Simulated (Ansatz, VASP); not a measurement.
# Two plane-wave programs on CdSe

```
CELL_PARAMETERS angstrom
0.00000 2.87396 2.87396
2.87396 0.00000 2.87396
2.87396 2.87396 0.00000
ATOMIC_POSITIONS crystal
Cd 0.00000 0.00000 0.00000
Se 0.53480 0.53480 0.46520
```

Alike in both runs: task single point; functional PBE; k mesh 1 × 1 × 1; occupations gaussian, width 0.1 eV; no spin polarisation.

```csv
,VASP,Ansatz
version,VASP 6.6.1,Ansatz 0.2.0
potentials or method,"VASP PAW PBE potentials, release 64 (Cd, Se), cutoff 520 eV","scalar-relativistic, plane waves, PAW"
valence electrons in the cell,18,36
```

|  | VASP | Ansatz | Ansatz less VASP |
| --- | --- | --- | --- |
| gap on the k mesh at the Fermi level (eV) | 0.10 | 0.11 | +0.008 |
| least direct gap on the mesh (eV) | 0.10 | 0.11 | +0.008 |
| rms of the force components (eV/Å) | 1.037 | 1.036 | -0.0010 |

Atom by atom the forces differ by 0.001 eV/Å (rms over components). VASP's potentials hold 18 valence electrons a cell and Ansatz's 36, so a difference there can come from the potentials and not from the codes. Ansatz's warnings: band edges overlap.

The k mesh is coarse, so the values compare programs but aren't converged.
